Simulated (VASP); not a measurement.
A run of VASP 6.6.1 is set up as follows.

Contents of INCAR:

```
ALGO     = Normal         # electronic algorithm
EDIFF    = 1E-8           # SCF threshold, eV
ENCUT    = 520            # plane-wave cutoff, eV
GGA      = PS             # functional
ISIF     = 2              # what is computed and relaxed
ISMEAR   = -1             # smearing method
LASPH    = True           # aspherical terms in the spheres
LCHARG   = False          # write CHGCAR
LEFG     = True         
LREAL    = False          # projectors in reciprocal space
LWAVE    = False          # write WAVECAR
NBANDS   = 33             # bands
NELM     = 100            # most SCF steps
PREC     = Accurate       # precision mode
SIGMA    = 0.01           # smearing width, eV
```

Contents of KPOINTS:

```
k-points
0
Gamma
  6 6 9
```

File POSCAR:

```
TaN
1.0
    5.1960008669      0.0000000000      0.0000000000
   -2.5980004334      4.4998687488      0.0000000000
    0.0000000000      0.0000000000      2.9110000000
Ta N
3 3
Direct
    0.3333333333      0.6666666667      0.5000000000
    0.6666666667      0.3333333333      0.5000000000
    0.0000000000      0.0000000000      0.0000000000
    0.3928500000      0.0000000000      0.0000000000
    0.6071500000      0.6071500000      0.0000000000
    0.0000000000      0.3928500000      0.0000000000
```

Potentials or basis: VASP PAW PBE potentials, release 64 (Ta_pv, N).

Command:

```sh
$ cat potpaw_PBE.64/Ta_pv/POTCAR potpaw_PBE.64/N/POTCAR > POTCAR
$ mpirun -np 1 vasp_std > vasp.out
```

Estimate the pressure.

-3.0 GPa.

Estimate the band gap on the k mesh.

zero (bands 24 and 25 overlap by 3.10 eV).

What does it give for the largest force?

0.030 eV/Å.

Electric field gradients, principal values (V/Å²):
| atom | least | middle | greatest (by size) |
| --- | --- | --- | --- |
| 1 Ta | 99.565 | 99.567 | -199.132 |
| 2 Ta | 99.565 | 99.567 | -199.132 |
| 3 Ta | -89.103 | -89.104 | 178.207 |
| 4 N | 4.714 | 9.699 | -14.412 |
| 5 N | 4.715 | 9.699 | -14.413 |
| 6 N | 4.714 | 9.699 | -14.412 |

Caveat: without QUAD_EFG the Cq values of the log hold for a quadrupole moment of 1 mb, not for the nuclei; the PAW data sets were made with another functional, which shifts forces and pressure a little; spin-orbit coupling is left out, which moves the levels of the heavy elements.
